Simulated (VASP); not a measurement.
# Ta17N18 (a cell with a defect) in VASP: single point with PBEsol

Aim: the single point of Ta17N18 (a cell with a defect) with PBEsol.

All numbers are computed with VASP 6.6.1; they aren't measurements. Logs are shortened: lines on timing, memory, paths and dates and some standing lists are left out, and cuts for length are marked.

## Step 1: The cell of the first run

The cell holds a defect, 35 atoms: a = 8.969 Å, b = 8.969 Å, c = 5.792 Å, α = 90.00°, β = 90.00°, γ = 120.00°.

## Step 2: Single point, PBEsol

The input, INCAR:

```
  PREC = Accurate
  ENCUT = 520
  EDIFF = 1E-6
  ISMEAR = 1
  SIGMA = 0.1
  LREAL = Auto
  LASPH = True
  NELM = 120
  ALGO = Normal
  ISIF = 2
  LWAVE = False
  LCHARG = False
  GGA = PS
  NBANDS = 162
  GGA_COMPAT = False
```

The input, KPOINTS:

```
regular mesh
0
Gamma
  2 2 2
```

The input, POSCAR:

```
Ta17N18
1.0
    7.7675072900      4.4845723700      0.0000000000
   -7.7675072400      4.4845724600      0.0000000000
    0.0000000000      0.0000000000      5.7917586500
Ta N
17 18
Direct
    0.0079892800      0.0086614000      0.0039689200
    0.3347007100      0.6586188900      0.0039820600
    0.6587508800      0.3325298200      0.0031838000
    0.0009746800      0.6682608300      0.2493887300
    0.6669127500      0.0011521700      0.2493857200
   -0.0045371500      0.3332286900      0.2493888700
    0.3340989800     -0.0025905700      0.2493891400
    0.6719741400      0.6720095900      0.2493885300
    0.0079862300      0.0086607200      0.4947964300
    0.3347042100      0.6586251200      0.4947862200
    0.6587497000      0.3325246200      0.4956031100
    0.0006147600      0.6676673500      0.7493888500
    0.3354099800      0.3305577700      1.2493908400
    0.6670167500      0.0015423500      0.7493880000
    0.0007207300      0.3296835700      0.7493882100
    0.3370339100      0.0055282100      0.7493895300
    0.6638820700      0.6671282600      0.7493890300
    0.1336118800      0.8697081300     -0.0047531700
    0.4759651100      0.5445228200      0.0062997200
    0.7950798400      0.2043883000     -0.0009114100
    0.0700715200      0.5346536500     -0.0042178000
    0.4007206600      0.1975662500      0.0048410100
    0.7436039900      0.8733674500     -0.0013712700
    0.1228383700      0.2639270700      0.0066916200
    0.4619279400      0.9224004100     -0.0008612100
    0.7984452800      0.5952590700     -0.0039206500
    0.1336105700      0.8697071700      0.5035269200
    0.4759661800      0.5445222200      0.4924793500
    0.7950803600      0.2043868200      0.4996831400
    0.0700745300      0.5346565900      0.5029932000
    0.4007173600      0.1975625700      0.4939425700
    0.7436026400      0.8733662700      0.5001447000
    0.1228389000      0.2639292700      0.4920838200
    0.4619299700      0.9224015100      0.4996354600
    0.7984449000      0.5952541300      0.5026950300
```

Potentials or basis: VASP PAW PBE potentials, release 64 (Ta_pv, N).

On the command line:

```console
> cat potpaw_PBE.64/Ta_pv/POTCAR potpaw_PBE.64/N/POTCAR > POTCAR
> mpirun -np 1 vasp_std > vasp.out
```

OUTCAR:

```text
PREC = Accurate
   ENCUT = 520
   EDIFF = 1E-6
   ISMEAR = 1
   LREAL = Auto
   LASPH = True
   NELM = 120
   ISIF = 2
   GGA = PS

 ion  position               nearest neighbor table
   1  0.008  0.009  0.004-  24 1.99  23 2.05  18 2.06   9 2.84   9 2.95  13 3.24  15 3.26   6 3.29
                             7 3.30  16 3.31   8 3.33   4 3.34   5 3.34  12 3.37  14 3.37  17 3.41
   2  0.335  0.659  0.004-  19 1.99  25 2.05  21 2.06  10 2.84  10 2.95  17 3.27  13 3.27   8 3.29
                             6 3.30  15 3.32   5 3.34   4 3.35   7 3.36  14 3.37  12 3.38  16 3.43
   3  0.659  0.333  0.003-  22 2.00  26 2.04  20 2.05  11 2.85  11 2.94  13 3.22  16 3.26   7 3.29
                             8 3.31  17 3.32   5 3.33   6 3.34  14 3.35   4 3.36  12 3.37  15 3.41
   4  0.001  0.668  0.249-  35 2.17  26 2.17  27 2.17  18 2.17  30 2.17  21 2.17  12 2.90  12 2.90
                             8 2.97   7 2.97   6 2.98   9 3.34   1 3.34  10 3.35   2 3.35   3 3.36
   5  0.667  0.001  0.249-  29 2.16  20 2.16  34 2.16  25 2.16  23 2.16  32 2.16  14 2.90  14 2.90
                             6 2.96   7 2.97   8 2.98   3 3.33  11 3.33   9 3.34   1 3.34  10 3.34
   6  0.995  0.333  0.249-  33 2.09  24 2.09  29 2.14  20 2.14  21 2.16  30 2.16  15 2.90  15 2.90
                             5 2.96   4 2.98  13 3.06   9 3.29   1 3.29   2 3.30  10 3.30   3 3.34
   7  0.334  0.997  0.249-  22 2.12  31 2.12  34 2.15  25 2.15  27 2.16  18 2.16  16 2.90  16 2.90
                             5 2.97   4 2.97  13 2.98  11 3.29   3 3.29   9 3.30   1 3.30  10 3.36
   8  0.672  0.672  0.249-  19 2.09  28 2.09  32 2.15  23 2.15  26 2.17  35 2.17  17 2.90  17 2.90
                             4 2.97   5 2.98  13 3.04  10 3.29   2 3.29   3 3.31  11 3.31   9 3.33
   9  0.008  0.009  0.495-  33 1.99  32 2.05  27 2.06   1 2.84   1 2.95  13 3.24  15 3.26   6 3.29
                             7 3.30  16 3.31   8 3.33   4 3.34   5 3.34  12 3.37  14 3.37  17 3.41
  10  0.335  0.659  0.495-  28 1.99  34 2.05  30 2.06   2 2.84   2 2.95  17 3.27  13 3.27   8 3.29
                             6 3.30  15 3.32   5 3.34   4 3.35   7 3.36  14 3.37  12 3.38  16 3.43
  11  0.659  0.333  0.496-  31 2.01  35 2.04  29 2.05   3 2.85   3 2.94  13 3.22  16 3.26   7 3.29
                             8 3.31  17 3.32   5 3.33   6 3.34  14 3.35   4 3.36  12 3.37  15 3.41
  12  0.001  0.668  0.749-  18 2.14  27 2.14  26 2.14  35 2.14  21 2.14  30 2.14   4 2.90   4 2.90
                            17 3.02  16 3.02  15 3.03   1 3.37   9 3.37   3 3.37  11 3.37   2 3.38
  13  0.335  0.331  0.249-  22 2.11  31 2.11  33 2.20  24 2.20  28 2.20  19 2.20   7 2.98   8 3.04
                             6 3.06   3 3.22  11 3.22   9 3.24   1 3.24   2 3.27  10 3.27
  14  0.667  0.002  0.749-  20 2.15  29 2.15  23 2.16  32 2.16  34 2.16  25 2.16   5 2.90   5 2.90
                            15 2.97  16 2.98  17 2.99  11 3.35   3 3.35   1 3.37   9 3.37  10 3.37
  15  0.001  0.330  0.749-  33 2.10  24 2.10  21 2.16  30 2.16  20 2.16  29 2.16   6 2.90   6 2.90
                            14 2.97  12 3.03   1 3.26   9 3.26   2 3.32  10 3.32  11 3.41   3 3.41
  16  0.337  0.006  0.749-  31 2.12  22 2.12  18 2.15  27 2.15  25 2.18  34 2.18   7 2.90   7 2.90
                            14 2.98  12 3.02  11 3.26   3 3.26   1 3.31   9 3.31  10 3.43   2 3.43
  17  0.664  0.667  0.749-  28 2.10  19 2.10  26 2.17  35 2.17  23 2.17  32 2.17   8 2.90   8 2.90
                            14 2.99  12 3.02   2 3.27  10 3.27   3 3.32  11 3.32   1 3.41   9 3.41
  18  0.134  0.870  0.995-   1 2.06  12 2.14  16 2.15   7 2.16   4 2.17
  19  0.476  0.545  0.006-   2 1.99   8 2.09  17 2.10  13 2.20
  20  0.795  0.204  0.999-   3 2.05   6 2.14  14 2.15   5 2.16  15 2.16
  21  0.070  0.535  0.996-   2 2.06  12 2.14  15 2.16   6 2.16   4 2.17
  22  0.401  0.198  0.005-   3 2.00  13 2.11  16 2.12   7 2.12
  23  0.744  0.873  0.999-   1 2.05   8 2.15  14 2.16   5 2.16  17 2.17
  24  0.123  0.264  0.007-   1 1.99   6 2.09  15 2.10  13 2.20
  25  0.462  0.922  0.999-   2 2.05   7 2.15  14 2.16   5 2.16  16 2.18
  26  0.798  0.595  0.996-   3 2.04  12 2.14   4 2.17  17 2.17   8 2.17
  27  0.134  0.870  0.504-   9 2.06  12 2.14  16 2.15   7 2.16   4 2.17
  28  0.476  0.545  0.492-  10 1.99   8 2.09  17 2.10  13 2.20
  29  0.795  0.204  0.500-  11 2.05   6 2.14  14 2.15   5 2.16  15 2.16
  30  0.070  0.535  0.503-  10 2.06  12 2.14  15 2.16   6 2.16   4 2.17
  31  0.401  0.198  0.494-  11 2.01  13 2.11  16 2.12   7 2.12
  32  0.744  0.873  0.500-   9 2.05   8 2.15  14 2.16   5 2.16  17 2.17
  33  0.123  0.264  0.492-   9 1.99   6 2.09  15 2.10  13 2.20
  34  0.462  0.922  0.500-  10 2.05   7 2.15  14 2.16   5 2.16  16 2.18
  35  0.798  0.595  0.503-  11 2.04  12 2.14   4 2.17  17 2.17   8 2.17

  LATTYP: Found a hexagonal cell.
 ALAT       =     8.9691448222
 C/A-ratio  =     0.6457425724

  Lattice vectors:

 A1 = (   7.7675072900,   4.4845723700,   0.0000000000)
 A2 = (  -7.7675072400,   4.4845724600,   0.0000000000)
 A3 = (   0.0000000000,   0.0000000000,   5.7917586500)

Analysis of symmetry for initial positions (statically):
=====================================================================
 Subroutine PRICEL returns:
 Original cell was already a primitive cell.

 Routine SETGRP: Setting up the symmetry group for a
 hexagonal supercell.

[... 136 lines left out ...]

 Found      8 irreducible k-points:

 Following reciprocal coordinates:
            Coordinates               Weight
  0.000000  0.000000  0.000000      1.000000
  0.500000  0.000000  0.000000      1.000000
  0.000000  0.500000  0.000000      1.000000
  0.500000  0.500000  0.000000      1.000000
  0.000000  0.000000  0.500000      1.000000
  0.500000  0.000000  0.500000      1.000000
  0.000000  0.500000  0.500000      1.000000
  0.500000  0.500000  0.500000      1.000000
   k-points           NKPTS =      8   k-points in BZ     NKDIM =      8   number of bands    NBANDS=    162
   number of dos      NEDOS =    301   number of ions     NIONS =     35
   total plane-waves  NPLWV = 235200
   dimension x,y,z NGX =    70 NGY =   70 NGZ =   48
   dimension x,y,z NGXF=   140 NGYF=  140 NGZF=   96
   ions per type =              17  18
   NGX,Y,Z   is equivalent  to a cutoff of  12.97, 12.97, 13.78 a.u.
   NGXF,Y,Z  is equivalent  to a cutoff of  25.95, 25.95, 27.56 a.u.
 SYSTEM =  unknown system
   PREC   = accura    normal or accurate (medium, high low for compatibility)
   ISTART =      0    job   : 0-new  1-cont  2-samecut
   ICHARG =      2    charge: 1-file 2-atom 10-const
   ISPIN  =      1    spin polarized calculation?
   LNONCOLLINEAR =      F non collinear calculations
   LSORBIT =      F    spin-orbit coupling
   LASPH  =      T    aspherical Exc in radial PAW
   ENCUT  =  520.0 eV  38.22 Ry    6.18 a.u.  16.68 16.68 10.77*2*pi/ulx,y,z
   NELM   =    120;   NELMIN=  2; NELMDL= -5     # of ELM steps
   EDIFF  = 0.1E-05   stopping-criterion for ELM
   LREAL  =      T    real-space projection
   EDIFFG = 0.1E-04   stopping-criterion for IOM
   NSW    =      0    number of steps for IOM
   IBRION =     -1    ionic relax: 0-MD 1-quasi-New 2-CG
   NFREE  =      0    steps in history (QN), initial steepest desc. (CG)
   ISIF   =      2    stress and relaxation
   ISYM   =      2    0-nonsym 1-usesym 2-fastsym
   POTIM  = 0.5000    time-step for ionic-motion
   TEBEG  =    0.0;   TEEND  =   0.0 temperature during run
   PSTRESS=    0.0 pullay stress
   NELECT =     277.0000    total number of electrons
   NUPDOWN=      -1.0000    fix difference up-down
   EMIN   =  10.00;   EMAX   =-10.00  energy-range for DOS
   EFERMI =   0.00;   METHOD = LEGACY
   ISMEAR =     1;   SIGMA  =   0.10  broadening in eV -4-tet -1-fermi 0-gaus
   EFERMI_NEDOS =   21; number of points for ismear=-14 and -15
   IALGO  =     38    algorithm
   IMIX   =      4    mixing-type and parameters
     AMIX     =   0.40;   BMIX     =  1.00
     AMIX_MAG =   1.60;   BMIX_MAG =  1.00
  volume/ion in A,a.u.               =      11.53        77.80
  Fermi-wavevector in a.u.,A,eV,Ry     =   1.444177  2.729098 28.376946  2.085647
  Thomas-Fermi vector in A             =   2.562501
   LORBIT       =      0    0 simple, 1 ext, 2 COOP (PROOUT), +10 PAW based schemes
   GGA     = PS    functional components
   LHFCALC =     F    Hartree Fock is set to
   AEXX    =    0.0000 exact exchange contribution
   IVDW    =     0    specifies the selected vdW correction
   LEPSILON=     F    determine dielectric tensor
   LRPA    =     F    only Hartree local field effects (RPA)
 non-spin polarized calculation
 Methfessel and Paxton  Order N= 1 SIGMA  =   0.10
  energy-cutoff  :      520.00
  volume of cell :      403.50
 maximum number of plane-waves:     10900
 NGX is ok and might be reduce to    70
   NGX = 33   NGY = 33   NGZ = 21

 number of electron     277.0000007 magnetization

 Free energy of the ion-electron system (eV)
  ---------------------------------------------------
  ext. energy  EPLUGINS =         0.00000000
  ---------------------------------------------------
  free energy    TOTEN  =      -410.96907201 eV

  energy without entropy =     -410.97241248  energy(sigma->0) =     -410.97018550

 E-fermi :   7.0450     XC(G=0): -12.9364

 val. band max:        7.0275195396   @ k =   0.5000   0.5000   0.5000
 cond. band min:       7.1317118272   @ k =   0.5000   0.5000   0.5000
 fundamental gap:      0.1041922876
 Fermi energy:         7.0449605780

 k-point     1 :       0.0000    0.0000    0.0000
  band No.  band energies     occupation
      1     -28.7759      2.00000
      2     -28.7374      2.00000
      3     -28.6531      2.00000
      4     -28.6423      2.00000
      5     -28.5857      2.00000
      6     -28.5128      2.00000
[... 1213 lines left out ...]
    149       8.9848     -0.00000
    150       9.0899      0.00000
 [bands above 150 left out]

------------------------ aborting loop because EDIFF is reached ----------------------------------------

  FORCE on cell =-STRESS in cart. coord.  units (eV):
  Direction    XX          YY          ZZ          XY          YZ          ZX
  --------------------------------------------------------------------------------------
  -------------------------------------------------------------------------------------
  Total       -6.2073295     -5.6994577      8.3618229      0.2746098     -0.0006605     -0.0017575
  in kB      -24.6474627    -22.6308545     33.2023168      1.0903940     -0.0026225     -0.0069786
  external PRESSURE =      -4.6920001 kB  Pullay stress =       0.0000000 kB

 VOLUME and BASIS-vectors are now :
 -----------------------------------------------------------------------------
  energy-cutoff  :      520.00
  volume of cell :      403.50
      direct lattice vectors                 reciprocal lattice vectors
     7.767507290  4.484572370  0.000000000     0.064370716  0.111493349  0.000000000
    -7.767507240  4.484572460  0.000000000    -0.064370715  0.111493350  0.000000000
     0.000000000  0.000000000  5.791758650     0.000000000  0.000000000  0.172659128

 POSITION                                       TOTAL-FORCE (eV/Angst)
 -----------------------------------------------------------------------------------
     -0.00522      0.07467      0.02299        -0.200952     -0.429005     -0.189554
     -2.51604      4.45461      0.02306        -0.357034      0.277142     -0.177109
      2.53392      4.44547      0.01844         0.344710     -0.042433     -0.103537
     -5.18315      3.00124      1.44440         0.210872     -0.061245     -0.000944
      5.17130      2.99599      1.44438         0.173817     -0.065098      0.000704
      5.14391      5.95861      1.44440        -0.125245     -0.040969     -0.000046
[... 27 lines left out ...]
     -3.57672      6.20813      2.89377         0.160181      0.111536      0.077539
      1.57829      6.25014      2.91149        -0.153267      0.021607     -0.185328
 -----------------------------------------------------------------------------------
    total drift:                               -0.002484     -0.002553      0.002535

  FREE ENERGIE OF THE ION-ELECTRON SYSTEM (eV)
  ---------------------------------------------------
  free  energy   TOTEN  =      -410.9690720057 eV

  energy  without entropy=     -410.9724124771  energy(sigma->0) =     -410.97018550
```

Wall time 41 min (1 thread of Intel Xeon 8259CL, shared host); peak memory 0.72 GiB.

Results:

```
Free energy            : -410.9691 eV
Pressure               : -0.5 GPa
Largest force          : 0.983 eV/Å
Band gap on the k mesh : zero (an odd number of electrons rules out a gap without spin polarisation)
```

Forces on the atoms (eV/Å):
```
Ta  -0.201 -0.429 -0.190
Ta  -0.357  0.277 -0.177
Ta   0.345 -0.042 -0.104
Ta   0.211 -0.061 -0.001
Ta   0.174 -0.065  0.001
Ta  -0.125 -0.041  0.000
Ta   0.195 -0.130  0.000
Ta   0.072  0.124  0.001
Ta  -0.201 -0.428  0.190
Ta  -0.357  0.276  0.178
Ta   0.344 -0.042  0.102
Ta   0.188 -0.028  0.000
Ta  -0.940  0.286  0.000
Ta   0.136 -0.134 -0.001
Ta   0.319 -0.029 -0.001
Ta  -0.112  0.544  0.000
Ta  -0.228 -0.303  0.000
N   -0.233 -0.017  0.246
N    0.256 -0.292  0.265
N   -0.329 -0.344 -0.095
N    0.095  0.215  0.212
N    0.443 -0.312  0.080
N   -0.103  0.338 -0.039
N    0.133  0.392  0.256
N    0.161  0.111 -0.078
N   -0.153  0.022  0.186
N   -0.233 -0.017 -0.245
N    0.255 -0.292 -0.266
N   -0.329 -0.344  0.096
N    0.095  0.215 -0.211
N    0.443 -0.312 -0.080
N   -0.103  0.337  0.039
N    0.133  0.392 -0.255
N    0.160  0.112  0.078
N   -0.153  0.022 -0.185
```

Stress tensor (GPa, compression positive):
```
-2.46  0.11  0.00
 0.11 -2.26  0.00
 0.00  0.00  3.32
```

Caveat: the k points lie up to 0.54 Å⁻¹ apart, too coarse for converged energies and pressures of a metal; the PAW data sets were made with another functional, which shifts forces and pressure a little; spin-orbit coupling is left out, which moves the levels of the heavy elements; an odd number of electrons without spin polarisation forces a metal; a magnetic or distorted state may lie lower.

The gap in the log of VASP goes by the Fermi energy; the results here count the filled bands.